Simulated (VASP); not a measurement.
A run of VASP 6.6.1 is set up as follows.

POSCAR

```
InAs
1.0
    0.0000000000      2.9088865003      2.9088865003
    2.9088865003      0.0000000000      2.9088865003
    2.9088865003      2.9088865003      0.0000000000
In As
1 1
Direct
    0.0000000000      0.0000000000      0.0000000000
    0.2500000000      0.2500000000      0.2500000000
```

Contents of INCAR.step1:

```
ALGO = Normal
EDIFF = 1E-5
ENCUT = 520
GGA = PE
ISIF = 2
ISMEAR = 0
LASPH = T
LCHARG = F
LREAL = F
LWAVE = T
NBANDS = 16
NELM = 60
PREC = Accurate
SIGMA = 0.01
```

File INCAR.step2:

```
ALGO = Normal
EDIFF = 1E-6
ENCUT = 520
GGA = PE
HFSCREEN = 0.2079
ISIF = 2
ISMEAR = 0
ISTART = 1
LASPH = T
LCHARG = F
LHFCALC = T
LREAL = F
LWAVE = F
NBANDS = 16
NELM = 60
PREC = Accurate
PRECFOCK = Normal
SIGMA = 0.01
```

File KPOINTS:

```
k-points
0
Gamma
  6 6 6
```

Potentials or basis: VASP PAW PBE potentials, release 64 (In_d, As).

Command:

```sh
$ cat potpaw_PBE.64/In_d/POTCAR potpaw_PBE.64/As/POTCAR > POTCAR
$ cp INCAR.step1 INCAR
$ mpirun -np 1 vasp_std > vasp.out
$ cp INCAR.step2 INCAR
$ mpirun -np 1 vasp_std > vasp.out
```

Question: Estimate the band gap on the k mesh.

Answer: 1.22 eV, direct.

Question: Estimate the pressure.

Answer: 11.6 GPa.

Caveat: the cell differs from its parent crystal (strain -4.8%); the PAW data sets were made with another functional, which shifts forces and pressure a little; spin-orbit coupling is left out, which moves the levels of the heavy elements.
